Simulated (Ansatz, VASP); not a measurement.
**Bi2Te2Se: VASP beside Ansatz**

File INCAR:

```
SYSTEM = Bi2Te2Se
ALGO = Normal
EDIFF = 1E-6
ENCUT = 520
GGA = PS
ISIF = 2
ISMEAR = 0
LASPH = .True.
LCHARG = .True.
LELF = .True.
LREAL = .False.
LVHAR = .True.
LWAVE = .False.
NBANDS = 32
NELM = 80
PREC = Accurate
SIGMA = 0.01
```

The input KPOINTS:

```
k-points
0
Gamma
  6 6 6
  0 0 0
```

The input POSCAR:

```
Bi2Te2Se
1.0
    2.2171230069      1.2800565301     10.8606430751
   -2.2171230069      1.2800565301     10.8606430751
    0.0000000000     -2.5601130602     10.8606430751
Bi Te Se
2 2 1
Direct
    0.6082790000      0.6082790000      0.6082790000
    0.3917210000      0.3917210000      0.3917210000
    0.2195950000      0.2195950000      0.2195950000
    0.7804050000      0.7804050000      0.7804050000
    0.0000000000      0.0000000000      0.0000000000
```

Input for Ansatz:

```yaml
crystal:
  lattice:
    - [2.2171230069083974, 1.2800565301247564, 10.860643075103033]
    - [-2.2171230069083974, 1.2800565301247564, 10.860643075103033]
    - [0.0, -2.560113060249513, 10.860643075103033]
  atoms:
    - { symbol: Bi, position: [0.608279, 0.608279, 0.608279] }
    - { symbol: Bi, position: [0.391721, 0.391721, 0.391721] }
    - { symbol: Te, position: [0.219595, 0.219595, 0.219595] }
    - { symbol: Te, position: [0.780405, 0.780405, 0.780405] }
    - { symbol: Se, position: [0.0, 0.0, 0.0] }
basis:
  ecutwfc: 500.0
kpoints:
  mp_grid:
    grid: [6, 6, 6]
hamiltonian:
  xc: pbesol
scf:
  occupations:
    method: fixed
output:
  stress: true
```

Alike in both runs: task single point; functional PBEsol; k mesh 6 × 6 × 6; no spin polarisation.

|  | VASP | Ansatz |
| --- | --- | --- |
| version | VASP 6.6.1 | Ansatz 0.2.0 |
| potentials or method | VASP PAW PBE potentials, release 64 (Bi_d, Te, Se), cutoff 520 eV | plane waves, PAW |
| occupations | gaussian, width 0.01 eV | fixed |
| valence electrons in the cell | 48 | 78 |

|  | VASP | Ansatz | Ansatz less VASP |
| --- | --- | --- | --- |
| pressure (GPa) | -4.4 | -4.4 | -0.01 |

VASP's potentials were made for PBE, not for PBEsol. VASP's potentials hold 48 valence electrons a cell and Ansatz's 78, so a difference there can come from the potentials and not from the codes.

Spin-orbit coupling is off throughout.
